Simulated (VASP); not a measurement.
CaF2: G0W0 quasiparticle levels with PBEsol

CaF2:

```
CELL_PARAMETERS angstrom
0.00000 2.73100 2.73100
2.73100 0.00000 2.73100
2.73100 2.73100 0.00000
ATOMIC_POSITIONS crystal
Ca 0.00000 0.00000 0.00000
F 0.25000 0.25000 0.25000
F 0.75000 0.75000 0.75000
```

* Program: VASP 6.6.1
* Task: G0W0 quasiparticle levels
* Functional: PBEsol
* Potentials or basis: VASP PAW PBE potentials, release 64 (Ca_sv_GW, F_GW)
* Cutoff: 500 eV
* k mesh: 6 × 6 × 6
* Occupations: gaussian, width 0.01 eV
* Spin: no spin polarisation
* Dipole correction: no
* GW scheme: G0W0
* GW iterations: 1
* Cutoff of the response function: 200
* Frequency points: 48
* Empty bands: 330
* Further INCAR settings: ALGO = EVGW0; EDIFF = 1e-08; NBANDS = 342

The quasiparticle gap is 10.55 eV, the least direct quasiparticle gap is 10.85 eV and the band gap of the starting levels on the mesh is 7.12 eV. The least direct gap of the starting levels on the mesh is 7.37 eV.

It took 77 min on 1 thread of Intel Xeon 8259CL, on a shared host, peak memory 1.8 GiB.

Caveat: bands, screening cutoff and mesh are small and nothing is extrapolated, so the quasiparticle values aren't converged.
